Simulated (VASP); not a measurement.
# Al2Au (Fm-3m) in VASP: further runs, part 2 of 2

VASP 6.6.1. The steps go on from the part before.

## (5) Single point, PBE (volume scaled by 0.97)

INCAR

```
SYSTEM = Al2Au
ALGO = Normal
EDIFF = 1E-6
ENCUT = 520
GGA = PE
ISIF = 2
ISMEAR = 0
LASPH = .TRUE.
LCHARG = .FALSE.
LREAL = .FALSE.
LWAVE = .FALSE.
NBANDS = 16
NELM = 60
PREC = Accurate
SIGMA = 0.1
```

KPOINTS

```
k-points
0
G
  12 12 12
  0 0 0
```

POSCAR

```
Al2Au
1.0
    0.0000000000      2.9997780838      2.9997780838
    2.9997780838      0.0000000000      2.9997780838
    2.9997780838      2.9997780838      0.0000000000
Al Au
2 1
Direct
    0.2500000000      0.2500000000      0.2500000000
    0.7500000000      0.7500000000      0.7500000000
    0.0000000000      0.0000000000      0.0000000000
```

Potentials or basis: VASP PAW PBE potentials, release 64 (Al, Au).

Run with:

```bash
$ cat potpaw_PBE.64/Al/POTCAR potpaw_PBE.64/Au/POTCAR > POTCAR
$ mpirun -np 1 vasp_std > vasp.out
```

OUTCAR:

```text
SYSTEM = Al2Au
   EDIFF = 1E-6
   ENCUT = 520
   GGA = PE
   ISIF = 2
   ISMEAR = 0
   LASPH = .TRUE.
   LREAL = .FALSE.
   NELM = 60
   PREC = Accurate

 ion  position               nearest neighbor table
   1  0.250  0.250  0.250-   3 2.60   3 2.60   3 2.60   3 2.60   2 3.00   2 3.00   2 3.00   2 3.00
                             2 3.00   2 3.00
   2  0.750  0.750  0.750-   3 2.60   3 2.60   3 2.60   3 2.60   1 3.00   1 3.00   1 3.00   1 3.00
                             1 3.00   1 3.00
   3  0.000  0.000  0.000-   1 2.60   2 2.60   2 2.60   2 2.60   2 2.60   1 2.60   1 2.60   1 2.60

  LATTYP: Found a face centered cubic cell.
 ALAT       =     5.9995561676

  Lattice vectors:

 A1 = (   0.0000000000,   2.9997780838,   2.9997780838)
 A2 = (   2.9997780838,   0.0000000000,   2.9997780838)
 A3 = (   2.9997780838,   2.9997780838,   0.0000000000)

Analysis of symmetry for initial positions (statically):
=====================================================================
 Subroutine PRICEL returns:
 Original cell was already a primitive cell.

 Routine SETGRP: Setting up the symmetry group for a
 face centered cubic supercell.

 Subroutine GETGRP returns: Found 48 space group operations
 (whereof 48 operations were pure point group operations)
 out of a pool of 48 trial point group operations.

The static configuration has the point symmetry O_h .

Analysis of symmetry for dynamics (positions and initial velocities):
=====================================================================
 Subroutine PRICEL returns:
 Original cell was already a primitive cell.

 Routine SETGRP: Setting up the symmetry group for a
 face centered cubic supercell.

 Subroutine GETGRP returns: Found 48 space group operations
 (whereof 48 operations were pure point group operations)
 out of a pool of 48 trial point group operations.

The dynamic configuration has the point symmetry O_h .

[... 118 lines left out ...]
   IMIX   =      4    mixing-type and parameters
     AMIX     =   0.40;   BMIX     =  1.00
     AMIX_MAG =   1.60;   BMIX_MAG =  1.00
  volume/ion in A,a.u.               =      18.00       121.44
  Fermi-wavevector in a.u.,A,eV,Ry     =   1.113761  2.104703 16.877532  1.240464
  Thomas-Fermi vector in A             =   2.250349
   LORBIT       =      0    0 simple, 1 ext, 2 COOP (PROOUT), +10 PAW based schemes
   GGA     = PE    functional components
   LHFCALC =     F    Hartree Fock is set to
   AEXX    =    0.0000 exact exchange contribution
   IVDW    =     0    specifies the selected vdW correction
   LEPSILON=     F    determine dielectric tensor
   LRPA    =     F    only Hartree local field effects (RPA)
 non-spin polarized calculation
 Gauss-broadening in eV      SIGMA  =   0.10
  energy-cutoff  :      520.00
  volume of cell :       53.99
 maximum number of plane-waves:      1475
   NGX = 15   NGY = 15   NGZ = 15

 number of electron      17.0000001 magnetization

 Free energy of the ion-electron system (eV)
  ---------------------------------------------------
  ext. energy  EPLUGINS =         0.00000000
  ---------------------------------------------------
  free energy    TOTEN  =       -12.00888126 eV

  energy without entropy =      -12.00413817  energy(sigma->0) =      -12.00650971

 E-fermi :   7.8095     XC(G=0): -10.5270

 val. band max:        7.7876650686   @ k =   0.2500   0.1667   0.0833
 cond. band min:       7.8333249977   @ k =  -0.2500   0.0833   0.0000
 fundamental gap:      0.0456599290
 Fermi energy:         7.8094975705

 k-point     1 :       0.0000    0.0000    0.0000
  band No.  band energies     occupation
      1      -2.7544      2.00000
      2       1.1974      2.00000
      3       1.1974      2.00000
      4       1.1974      2.00000
      5       2.1552      2.00000
      6       2.1552      2.00000
[... 433 lines left out ...]
      3       1.5597      2.00000
      4       1.5778      2.00000
      5       2.2151      2.00000
      6       2.2181      2.00000
[... 8 lines left out ...]
     15      16.0465      0.00000
     16      16.5856      0.00000

 [... further k-points ...]

------------------------ aborting loop because EDIFF is reached ----------------------------------------

  FORCE on cell =-STRESS in cart. coord.  units (eV):
  Direction    XX          YY          ZZ          XY          YZ          ZX
  --------------------------------------------------------------------------------------
  -------------------------------------------------------------------------------------
  Total        1.0744220      1.0744220      1.0744220     -0.0000000     -0.0000000      0.0000000
  in kB       31.8851244     31.8851244     31.8851244     -0.0000000     -0.0000000      0.0000000
  external PRESSURE =      31.8851244 kB  Pullay stress =       0.0000000 kB

 VOLUME and BASIS-vectors are now :
 -----------------------------------------------------------------------------
  energy-cutoff  :      520.00
  volume of cell :       53.99
      direct lattice vectors                 reciprocal lattice vectors
     0.000000000  2.999778084  2.999778084    -0.166678996  0.166678996  0.166678996
     2.999778084  0.000000000  2.999778084     0.166678996 -0.166678996  0.166678996
     2.999778084  2.999778084  0.000000000     0.166678996  0.166678996 -0.166678996

 POSITION                                       TOTAL-FORCE (eV/Angst)
 -----------------------------------------------------------------------------------
      1.49989      1.49989      1.49989        -0.000000     -0.000000      0.000000
      4.49967      4.49967      4.49967         0.000000      0.000000     -0.000000
      0.00000      0.00000      0.00000        -0.000000     -0.000000     -0.000000
 -----------------------------------------------------------------------------------
    total drift:                                0.000000     -0.000000      0.000000

  FREE ENERGIE OF THE ION-ELECTRON SYSTEM (eV)
  ---------------------------------------------------
  free  energy   TOTEN  =       -12.0088812550 eV

  energy  without entropy=      -12.0041381718  energy(sigma->0) =      -12.00650971
```

Run time: 35 s. Hardware: 1 thread of Intel Xeon Platinum 8488C (Sapphire Rapids), shared host; peak memory 0.21 GiB.

What came out:

```
Free energy : -12.0089 eV
Pressure    : 3.2 GPa
```

Caveat: spin-orbit coupling is left out, which moves the levels of the heavy elements.

## (6) Summary

| cell | gap on the mesh (eV) | pressure (GPa) |
| --- | --- | --- |
| a = 4.107 Å, angles 60.0°, 3 atoms | none | 17.8 |
| a = 4.153 Å, angles 60.0°, 3 atoms | none | 12.0 |
| a = 4.198 Å, angles 60.0°, 3 atoms | none | 7.2 |
| a = 4.242 Å, angles 60.0°, 3 atoms | none | 3.2 |

Alike in all rows: task single point; level PBE; potentials or basis VASP PAW PBE potentials, release 64 (Al, Au); no spin polarisation; k mesh 12 × 12 × 12; cutoff (eV) 520; smearing gaussian 0.1 eV.

Caveats: spin-orbit coupling is left out, which moves the levels of the heavy elements.

Total energies depend on the potentials used, so only differences within one code and one set of settings carry meaning.
